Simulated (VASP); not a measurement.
# TaV (Cmmm) in VASP: further runs, part 2 of 3

VASP 6.6.1. The steps go on from the part before.

### Step 4. Single point, PBE, collinear spin, ferromagnetic start

This run uses another cell than the first one, of 16.42 Å³/atom.

Contents of INCAR:

```
SYSTEM = TaV
ALGO     = Normal         ! electronic algorithm
EDIFF    = 1E-6           ! SCF threshold, eV
ENCUT    = 520            ! plane-wave cutoff, eV
GGA      = PE             ! functional
ISIF     = 2              ! what is computed and relaxed
ISMEAR   = -1             ! smearing method
ISPIN    = 2              ! spin polarisation
LASPH    = .True.         ! aspherical terms in the spheres
LCHARG   = .False.        ! write CHGCAR
LMAXMIX  = 4              ! l up to which the mixer works
LORBIT   = 11             ! projections on sites
LREAL    = .False.        ! projectors in reciprocal space
LWAVE    = .False.        ! write WAVECAR
MAGMOM   = 0 2            ! initial moments
NBANDS   = 23             ! bands
NELM     = 150            ! most SCF steps
PREC     = Accurate       ! precision mode
SIGMA    = 0.05           ! smearing width, eV
```

Contents of KPOINTS:

```
k-points
0
Gamma
  10 10 6
  0 0 0
```

Contents of POSCAR:

```
TaV
1.0
    1.6173407075     -2.3230587236      0.0000000000
    1.6173407075      2.3230587236      0.0000000000
    0.0000000000      0.0000000000      4.3701125730
Ta V
1 1
Direct
    0.0000000000      0.0000000000      0.0000000000
    0.5000000000      0.5000000000      0.5000000000
```

Potentials or basis: VASP PAW PBE potentials, release 64 (Ta_pv, V_sv).

The run is started by

```
$ cat potpaw_PBE.64/Ta_pv/POTCAR potpaw_PBE.64/V_sv/POTCAR > POTCAR
$ mpirun -np 1 vasp_std > vasp.out
```

OUTCAR:

```text
SYSTEM = TaV
   EDIFF = 1E-6
   ENCUT = 520
   GGA = PE
   ISIF = 2
   ISMEAR = -1
   ISPIN = 2
   LASPH = .True.
   LORBIT = 11
   LREAL = .False.
   NELM = 150
   PREC = Accurate

 ion  position               nearest neighbor table
   1  0.000  0.000  0.000-   2 2.72   2 2.72   2 2.72   2 2.72   2 3.19   2 3.19   2 3.19   2 3.19

   2  0.500  0.500  0.500-   1 2.72   1 2.72   1 2.72   1 2.72   1 3.19   1 3.19   1 3.19   1 3.19

  LATTYP: Found a base centered orthorhombic cell.
 ALAT       =     3.2346814150
 B/A-ratio  =     1.4363446816
 C/A-ratio  =     1.3510179249

  Lattice vectors:

 A1 = (   1.6173407075,  -2.3230587236,   0.0000000000)
 A2 = (   1.6173407075,   2.3230587236,   0.0000000000)
 A3 = (   0.0000000000,   0.0000000000,   4.3701125730)

Analysis of symmetry for initial positions (statically):
=====================================================================
 Subroutine PRICEL returns:
 Original cell was already a primitive cell.

 Routine SETGRP: Setting up the symmetry group for a
 base centered orthorhombic supercell.

 Subroutine GETGRP returns: Found  8 space group operations
[... 1441 lines left out ...]

------------------------ aborting loop because EDIFF is reached ----------------------------------------

  FORCE on cell =-STRESS in cart. coord.  units (eV):
  Direction    XX          YY          ZZ          XY          YZ          ZX
  --------------------------------------------------------------------------------------
  -------------------------------------------------------------------------------------
  Total       -0.5922887     -0.8204140     -0.6425281      0.0000000      0.0000000      0.0000000
  in kB      -28.8974638    -40.0275766    -31.3486151      0.0000000      0.0000000      0.0000000
  external PRESSURE =     -33.4245518 kB  Pullay stress =       0.0000000 kB

 VOLUME and BASIS-vectors are now :
 -----------------------------------------------------------------------------
  energy-cutoff  :      520.00
  volume of cell :       32.84
      direct lattice vectors                 reciprocal lattice vectors
     1.617340707 -2.323058724  0.000000000     0.309149456 -0.215233474  0.000000000
     1.617340707  2.323058724  0.000000000     0.309149456  0.215233474  0.000000000
     0.000000000  0.000000000  4.370112573     0.000000000  0.000000000  0.228827057

 POSITION                                       TOTAL-FORCE (eV/Angst)
 -----------------------------------------------------------------------------------
      0.00000      0.00000      0.00000         0.000000      0.000000      0.000000
      1.61734      0.00000      2.18506         0.000000      0.000000      0.000000
 -----------------------------------------------------------------------------------
    total drift:                                0.000000      0.000000     -0.000000

  FREE ENERGIE OF THE ION-ELECTRON SYSTEM (eV)
  ---------------------------------------------------
  free  energy   TOTEN  =       -20.6402281568 eV

  energy  without entropy=      -20.6099537277  energy(sigma->0) =      -20.62509094

 total charge

# of ion       s       p       d       tot
------------------------------------------
    1        0.387   6.166   2.405   8.958
    2        2.302   6.195   3.005  11.502
--------------------------------------------------
tot          2.689  12.362   5.410  20.460

 magnetization (x)

# of ion       s       p       d       tot
------------------------------------------
    1       -0.000   0.000   0.000   0.000
    2        0.000   0.000   0.001   0.001
--------------------------------------------------
tot          0.000   0.000   0.001   0.001
```

OSZICAR:

```text
N       E                     dE             d eps       ncg     rms          rms(c)
DAV:   1     0.249614953490E+03    0.24961E+03   -0.13785E+04 11440   0.113E+03
DAV:   2    -0.155912152792E+02   -0.26521E+03   -0.25752E+03 12367   0.369E+02
DAV:   3    -0.226966270109E+02   -0.71054E+01   -0.70456E+01 13438   0.661E+01
[... 12 lines left out ...]
DAV:  16    -0.206401538041E+02   -0.23448E-03   -0.23233E-03 13081   0.141E-01    0.318E-02
DAV:  17    -0.206402112335E+02   -0.57429E-04   -0.60979E-04 13351   0.732E-02    0.148E-02
DAV:  18    -0.206402256050E+02   -0.14371E-04   -0.17686E-04 13145   0.378E-02    0.822E-03
DAV:  19    -0.206402279488E+02   -0.23438E-05   -0.37452E-05 13375   0.185E-02    0.356E-03
DAV:  20    -0.206402281568E+02   -0.20802E-06   -0.45250E-07  6459   0.420E-03
   1 F= -.20640228E+02 E0= -.20625091E+02  d E =-.302744E-01  mag=     0.0008
```

Run time: 3.1 min. Hardware: 1 thread of Intel Xeon Platinum 8259CL at 2.50GHz (Skylake/Cascade Lake), shared host; peak memory 0.27 GiB.

Results:

```yaml
Free_energy: -20.6402 eV
Pressure: -3.3 GPa
Band_gap_on_the_k_mesh: zero (filled and empty bands overlap)
Net_moment: 0.00 μB per cell
Valence_electrons_inside_the_program's_atomic_spheres: Ta 8.96; V 11.50
```

Caveat: the cell stands under tension; the moments typed at the start vanished in this run; spin-orbit coupling is left out, which moves the levels of the heavy elements.

### Step 5. Single point, PBE, collinear spin, ferromagnetic start

This run uses another cell than the first one, of 16.42 Å³/atom.

Contents of INCAR:

```
PREC = Accurate
ENCUT = 520
EDIFF = 1E-6
ISMEAR = -1
SIGMA = 0.05
LREAL = F
LASPH = T
NELM = 150
ALGO = Normal
ISIF = 2
LWAVE = F
LCHARG = F
ISPIN = 2
MAGMOM = 0 2
LORBIT = 11
LMAXMIX = 4
GGA = PE
NBANDS = 23
```

Contents of KPOINTS:

```
regular mesh
0
Gamma
  10 10 6
```

POSCAR is that of step 4.

Potentials or basis: VASP PAW PBE potentials, release 64 (Ta_pv, V_sv).

The run is started by

```
$ cat potpaw_PBE.64/Ta_pv/POTCAR potpaw_PBE.64/V_sv/POTCAR > POTCAR
$ mpirun -np 1 vasp_std > vasp.out
```

OUTCAR:

```text
PREC = Accurate
   ENCUT = 520
   EDIFF = 1E-6
   ISMEAR = -1
   LREAL = F
   LASPH = T
   NELM = 150
   ISIF = 2
   ISPIN = 2
   LORBIT = 11
   GGA = PE

 ion  position               nearest neighbor table
   1  0.000  0.000  0.000-   2 2.72   2 2.72   2 2.72   2 2.72   2 3.19   2 3.19   2 3.19   2 3.19

   2  0.500  0.500  0.500-   1 2.72   1 2.72   1 2.72   1 2.72   1 3.19   1 3.19   1 3.19   1 3.19

  LATTYP: Found a base centered orthorhombic cell.
 ALAT       =     3.2346814150
 B/A-ratio  =     1.4363446816
 C/A-ratio  =     1.3510179249

  Lattice vectors:

 A1 = (   1.6173407075,  -2.3230587236,   0.0000000000)
 A2 = (   1.6173407075,   2.3230587236,   0.0000000000)
 A3 = (   0.0000000000,   0.0000000000,   4.3701125730)

Analysis of symmetry for initial positions (statically):
=====================================================================
 Subroutine PRICEL returns:
 Original cell was already a primitive cell.

 Routine SETGRP: Setting up the symmetry group for a
 base centered orthorhombic supercell.

 Subroutine GETGRP returns: Found  8 space group operations
 (whereof  8 operations were pure point group operations)
 out of a pool of  8 trial point group operations.

The static configuration has the point symmetry D_2h.

Analysis of symmetry for dynamics (positions and initial velocities):
=====================================================================
 Subroutine PRICEL returns:
 Original cell was already a primitive cell.

 Routine SETGRP: Setting up the symmetry group for a
 base centered orthorhombic supercell.

 Subroutine GETGRP returns: Found  8 space group operations
 (whereof  8 operations were pure point group operations)
 out of a pool of  8 trial point group operations.

The dynamic configuration has the point symmetry D_2h.

Analysis of structural, dynamic, and magnetic symmetry:
=====================================================================
 Subroutine PRICEL returns:
 Original cell was already a primitive cell.

 Routine SETGRP: Setting up the symmetry group for a
 base centered orthorhombic supercell.

 Subroutine GETGRP returns: Found  8 space group operations
 (whereof  8 operations were pure point group operations)
 out of a pool of  8 trial point group operations.

The overall configuration has the point symmetry D_2h.

 Subroutine INISYM returns: Found  8 space group operations
 (whereof  8 operations are pure point group operations),
 and found     1 'primitive' translations

----------------------------------------------------------------------------------------

                                     Primitive cell

  volume of cell :      32.8386

  direct lattice vectors                    reciprocal lattice vectors
     1.617340707 -2.323058724  0.000000000     0.309149456 -0.215233474  0.000000000
     1.617340707  2.323058724  0.000000000     0.309149456  0.215233474  0.000000000
     0.000000000  0.000000000  4.370112573     0.000000000  0.000000000  0.228827057

  length of vectors
     2.830617035  2.830617035  4.370112573     0.376694617  0.376694617  0.228827057

[... 64 lines left out ...]
   total plane-waves  NPLWV =  20736
   dimension x,y,z NGX =    24 NGY =   24 NGZ =   36
   dimension x,y,z NGXF=    48 NGYF=   48 NGZF=   72
   ions per type =               1   1
   NGX,Y,Z   is equivalent  to a cutoff of  14.10, 14.10, 13.69 a.u.
   NGXF,Y,Z  is equivalent  to a cutoff of  28.19, 28.19, 27.39 a.u.
 SYSTEM =  unknown system
   PREC   = accura    normal or accurate (medium, high low for compatibility)
   ISTART =      0    job   : 0-new  1-cont  2-samecut
   ICHARG =      2    charge: 1-file 2-atom 10-const
   ISPIN  =      2    spin polarized calculation?
   LNONCOLLINEAR =      F non collinear calculations
   LSORBIT =      F    spin-orbit coupling
   LASPH  =      T    aspherical Exc in radial PAW
   ENCUT  =  520.0 eV  38.22 Ry    6.18 a.u.   5.26  5.26  8.13*2*pi/ulx,y,z
   NELM   =    150;   NELMIN=  2; NELMDL= -5     # of ELM steps
   EDIFF  = 0.1E-05   stopping-criterion for ELM
   LREAL  =      F    real-space projection
   EDIFFG = 0.1E-04   stopping-criterion for IOM
   NSW    =      0    number of steps for IOM
   IBRION =     -1    ionic relax: 0-MD 1-quasi-New 2-CG
   NFREE  =      0    steps in history (QN), initial steepest desc. (CG)
   ISIF   =      2    stress and relaxation
   ISYM   =      2    0-nonsym 1-usesym 2-fastsym
   POTIM  = 0.5000    time-step for ionic-motion
   TEBEG  =    0.0;   TEEND  =   0.0 temperature during run
   PSTRESS=    0.0 pullay stress
   NELECT =      24.0000    total number of electrons
   NUPDOWN=      -1.0000    fix difference up-down
   EMIN   =  10.00;   EMAX   =-10.00  energy-range for DOS
   EFERMI =   0.00;   METHOD = LEGACY
   ISMEAR =    -1;   SIGMA  =   0.05  broadening in eV -4-tet -1-fermi 0-gaus
   EFERMI_NEDOS =   21; number of points for ismear=-14 and -15
   IALGO  =     38    algorithm
   IMIX   =      4    mixing-type and parameters
     AMIX     =   0.40;   BMIX     =  1.00
     AMIX_MAG =   1.60;   BMIX_MAG =  1.00
  volume/ion in A,a.u.               =      16.42       110.80
  Fermi-wavevector in a.u.,A,eV,Ry     =   1.474633  2.786651 29.586427  2.174541
  Thomas-Fermi vector in A             =   2.589380
   LORBIT       =     11    0 simple, 1 ext, 2 COOP (PROOUT), +10 PAW based schemes
   GGA     = PE    functional components
   LHFCALC =     F    Hartree Fock is set to
   AEXX    =    0.0000 exact exchange contribution
   IVDW    =     0    specifies the selected vdW correction
   LEPSILON=     F    determine dielectric tensor
   LRPA    =     F    only Hartree local field effects (RPA)
 spin polarized calculation
  energy-cutoff  :      520.00
  volume of cell :       32.84
 maximum number of plane-waves:       902
 NGX is ok and might be reduce to    24
   NGX = 11   NGY = 11   NGZ = 17

 number of electron      24.0000005 magnetization       0.0009848

 Free energy of the ion-electron system (eV)
  ---------------------------------------------------
  ext. energy  EPLUGINS =         0.00000000
  ---------------------------------------------------
  free energy    TOTEN  =       -20.64022816 eV

  energy without entropy =      -20.60995373  energy(sigma->0) =      -20.62509094

 E-fermi :   6.8805     XC(G=0): -12.5084

 val. band max:        6.8660541018   @ k =  -0.2000   0.2000   0.1667
 cond. band min:       6.8874558540   @ k =   0.2000   0.0000   0.1667
 fundamental gap:      0.0214017522
 Fermi energy:         6.8805309848

 spin component 1

 k-point     1 :       0.0000    0.0000    0.0000
  band No.  band energies     occupation
      1     -56.9013      1.00000
      2     -30.7568      1.00000
      3     -30.6181      1.00000
      4     -30.5784      1.00000
      5     -26.7056      1.00000
      6     -26.3022      1.00000
[... 613 lines left out ...]
     22      20.2519      0.00000
     23      21.2564      0.00000

 [... further k-points ...]

 spin component 2

 k-point     1 :       0.0000    0.0000    0.0000
  band No.  band energies     occupation
      1     -56.9005      1.00000
      2     -30.7561      1.00000
      3     -30.6174      1.00000
      4     -30.5777      1.00000
      5     -26.7055      1.00000
      6     -26.3021      1.00000
[... 613 lines left out ...]
     22      20.2521      0.00000
     23      21.2566      0.00000

 [... further k-points ...]
[... 5 lines left out ...]
  --------------------------------------------------------------------------------------
  -------------------------------------------------------------------------------------
  Total       -0.5922887     -0.8204140     -0.6425281      0.0000000      0.0000000      0.0000000
  in kB      -28.8974638    -40.0275766    -31.3486151      0.0000000      0.0000000      0.0000000
  external PRESSURE =     -33.4245518 kB  Pullay stress =       0.0000000 kB

 VOLUME and BASIS-vectors are now :
 -----------------------------------------------------------------------------
  energy-cutoff  :      520.00
  volume of cell :       32.84
      direct lattice vectors                 reciprocal lattice vectors
     1.617340707 -2.323058724  0.000000000     0.309149456 -0.215233474  0.000000000
     1.617340707  2.323058724  0.000000000     0.309149456  0.215233474  0.000000000
     0.000000000  0.000000000  4.370112573     0.000000000  0.000000000  0.228827057

 POSITION                                       TOTAL-FORCE (eV/Angst)
 -----------------------------------------------------------------------------------
      0.00000      0.00000      0.00000         0.000000      0.000000      0.000000
      1.61734      0.00000      2.18506         0.000000      0.000000      0.000000
 -----------------------------------------------------------------------------------
    total drift:                                0.000000      0.000000     -0.000000

  FREE ENERGIE OF THE ION-ELECTRON SYSTEM (eV)
  ---------------------------------------------------
  free  energy   TOTEN  =       -20.6402281568 eV

  energy  without entropy=      -20.6099537277  energy(sigma->0) =      -20.62509094

 total charge

# of ion       s       p       d       tot
------------------------------------------
    1        0.387   6.166   2.405   8.958
    2        2.302   6.195   3.005  11.502
--------------------------------------------------
tot          2.689  12.362   5.410  20.460

 magnetization (x)

# of ion       s       p       d       tot
------------------------------------------
    1       -0.000   0.000   0.000   0.000
    2        0.000   0.000   0.001   0.001
--------------------------------------------------
tot          0.000   0.000   0.001   0.001
```

Run time: 2.6 min. Hardware: 1 thread of Intel Xeon Platinum 8259CL at 2.50GHz (Skylake/Cascade Lake), shared host; peak memory 0.27 GiB.

What came out:

```yaml
Free_energy: -20.6402 eV
Pressure: -3.3 GPa
Band_gap_on_the_k_mesh: zero (filled and empty bands overlap)
Net_moment: 0.00 μB per cell
Valence_electrons_inside_the_program's_atomic_spheres: Ta 8.96; V 11.50
```

Stress tensor (GPa, compression positive):
```
-2.89  0.00  0.00
 0.00 -4.00  0.00
 0.00  0.00 -3.13
```

Caveat: the cell stands under tension; the moments typed at the start vanished in this run; spin-orbit coupling is left out, which moves the levels of the heavy elements.

[end of part 2 of 3]

The gap in the log of VASP goes by the Fermi energy; the results here count the filled bands.